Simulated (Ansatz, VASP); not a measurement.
**Zn: VASP beside Ansatz**

File INCAR:

```
  ALGO = Fast
  EDIFF = 1E-6
  ENCUT = 520
  GGA = PS
  ISIF = 2
  ISMEAR = 0
  LASPH = T
  LCHARG = F
  LREAL = F
  LWAVE = F
  NBANDS = 19
  NELM = 100
  PREC = Accurate
  SIGMA = 0.15
```

The input KPOINTS:

```
k-points
0
Gamma
  24 24 10
```

Contents of POSCAR:

```
Zn
1.0
    2.5848541116      0.0000000000      0.0000000000
   -1.2924270558      2.2385493257      0.0000000000
    0.0000000000      0.0000000000      4.8724995000
Zn
2
Direct
    0.3333333333      0.6666666667      0.2500000000
    0.6666666667      0.3333333333      0.7500000000
```

Input for Ansatz:

```yaml
crystal:
  lattice:
    - [2.5848541116, 0.0, 0.0]
    - [-1.2924270558, 2.2385493257, 0.0]
    - [0.0, 0.0, 4.8724995]
  atoms:
    - { symbol: Zn, position: [0.3333333333, 0.6666666667, 0.25] }
    - { symbol: Zn, position: [0.6666666667, 0.3333333333, 0.75] }
basis:
  ecutwfc: 420
kpoints:
  mp_grid: { grid: [24, 24, 10] }
hamiltonian:
  xc: pbesol
scf:
  occupations: { method: gaussian, width: 0.15 }
output:
  forces: true
  stress: true
  eigenvalues: true
```

Change from the starting cell: strain -0.030 along x and y, -0.015 along z, atoms carried along.

Alike in both runs: task single point; functional PBEsol; k mesh 24 × 24 × 10; occupations gaussian, width 0.15 eV; no spin polarisation.

|  | VASP | Ansatz |
| --- | --- | --- |
| version | VASP 6.6.1 | Ansatz 0.2.0 |
| potentials or method | VASP PAW PBE potentials, release 64 (Zn), cutoff 520 eV | scalar-relativistic, plane waves, PAW |
| valence electrons in the cell | 24 | 24 |

Ansatz gave:

- gap on the k mesh at the Fermi level (eV): none
- pressure (GPa): 1.1
- traceless stress, the component that is largest in VASP (GPa): -0.50

Problem. Estimate VASP's values.

Solution. gap on the k mesh at the Fermi level (eV): none; pressure (GPa): 2.0; traceless stress, the component that is largest in VASP (GPa): -0.69.

VASP's potentials were made for PBE, not for PBEsol. A gap of «none» marks a metal or a gap that the smearing closes.
